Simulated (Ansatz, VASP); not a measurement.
## Two plane-wave programs on Mg

```
Mg
1.0
     3.14379    0.00000    0.00000
    -1.57189    2.72260    0.00000
     0.00000    0.00000    5.10394
Mg
2
Direct
  0.66667 0.33333 0.75000
  0.33333 0.66667 0.25000
```

Alike in both runs: task single point; functional SVWN5; k mesh 10 × 10 × 5; occupations fermi-dirac, width 0.05 eV; no spin polarisation.

```csv
,VASP,Ansatz
version,VASP 6.6.1,Ansatz 0.2.0
potentials or method,"VASP PAW PBE potentials, release 64 (Mg)",Ansatz PAW
plane-wave cutoff (eV),520,420
valence electrons in the cell,4,20
```

VASP gave:

| Quantity | Value |
| --- | --- |
| gap on the k mesh at the Fermi level (eV) | none |
| pressure (GPa) | -0.3 |
| traceless stress, the component that is largest in VASP (GPa) | 0.79 |

Which values does Ansatz return?

gap on the k mesh at the Fermi level (eV): none; pressure (GPa): -0.4; traceless stress, the component that is largest in VASP (GPa): 0.80.

VASP's potentials were made for PBE, not for SVWN5. A gap of «none» marks a metal or a gap that the smearing closes. VASP's potentials hold 4 valence electrons a cell and Ansatz's 20, so a difference there can come from the potentials and not from the codes.
